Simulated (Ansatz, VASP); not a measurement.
One calculation of Al3N, two programs

```
Al N
1.0
     3.02047    0.00000    0.00000
    -1.51023    2.61580    0.00000
     0.00000    0.00000   14.50953
Al N
6 2
Cartesian
  0.0000 1.7439 2.6432
  0.0000 0.0000 0.0404
  0.0000 0.0000 5.2095
  0.0000 1.7439 7.4803
  1.5102 0.8719 9.8373
  0.0000 1.7439 12.1159
  0.0000 0.0000 3.2859
  0.0000 1.7439 0.7398
```

Alike in both runs: functional PBE; k mesh 6 × 6 × 2; occupations gaussian, width 0.2 eV; no spin polarisation.

Ansatz relaxed the structure, and its values are those at the end. VASP's run is a single point on that final structure, the one shown.

|  | VASP | Ansatz |
| --- | --- | --- |
| version | VASP 6.6.1 | Ansatz 0.2.0 |
| potentials or method | VASP PAW PBE potentials, release 64 (Al, N), cutoff 520 eV | scalar-relativistic, plane waves, PAW |
| valence electrons in the cell | 28 | 28 |

```csv
,VASP,Ansatz,Ansatz less VASP
gap on the k mesh at the Fermi level (eV),none,none,-
pressure (GPa),0.1,0.1,+0.09
rms of the force components (eV/Å),0.002,0.003,+0.0013
```

A gap of «none» marks a metal or a gap that the smearing closes. With one functional, cell and mesh, what is left measures potentials, basis and numerics.

The k mesh is coarse, so the values compare programs but aren't converged.
